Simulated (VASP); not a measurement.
A run of VASP 6.6.1 is set up as follows.

POSCAR

```
C
1.0
    0.0000000000      1.6050600000      1.7834000000
    1.6050600000      0.0000000000      1.7834000000
    1.6050600000      1.6050600000      0.0000000000
C
2
Direct
    0.5000000000      0.5000000000      0.5000000000
    0.7500000000      0.7500000000      0.7500000000
```

Contents of INCAR.step1:

```
SYSTEM = C
  PREC = Accurate
  ENCUT = 520
  ISMEAR = 0
  SIGMA = 0.05
  LREAL = .False.
  LASPH = .True.
  NELM = 80
  NBANDS = 11
  GGA = PE
  ALGO = Normal
  EDIFF = 1E-4
  LWAVE = .True.
  LCHARG = .False.
```

File INCAR.step2:

```
SYSTEM = C
  PREC = Accurate
  ENCUT = 520
  EDIFF = 1E-6
  ISMEAR = 0
  SIGMA = 0.05
  LREAL = .False.
  LASPH = .True.
  NELM = 80
  ALGO = Normal
  ISIF = 2
  LWAVE = .False.
  LCHARG = .False.
  METAGGA = R2SCAN
  LMIXTAU = .True.
  NBANDS = 11
  ISTART = 1
```

KPOINTS

```
regular mesh
0
Gamma
  12 12 12
  0 0 0
```

Potentials or basis: VASP PAW PBE potentials, release 64 (C).

The run is started by

```sh
$ cat potpaw_PBE.64/C/POTCAR > POTCAR
$ cp INCAR.step1 INCAR
$ mpirun -np 1 vasp_std > vasp.out
$ cp INCAR.step2 INCAR
$ mpirun -np 1 vasp_std > vasp.out
```

Problem. Predict the pressure.

Solution. 135.8 GPa.

Problem. What does it give for the band gap on the k mesh?

Solution. 3.28 eV, indirect (least direct gap 5.32 eV).

Stress tensor (GPa, compression positive):
```
183.66   0.00   0.00
  0.00 183.66   0.00
  0.00   0.00  40.18
```

Caveat: the cell differs from its parent crystal (strain -0.1000 x Voigt [1, 1, 0, 0, 0, 0]); the PAW data sets were made with another functional, which shifts forces and pressure a little. A k mesh can miss the band edges.
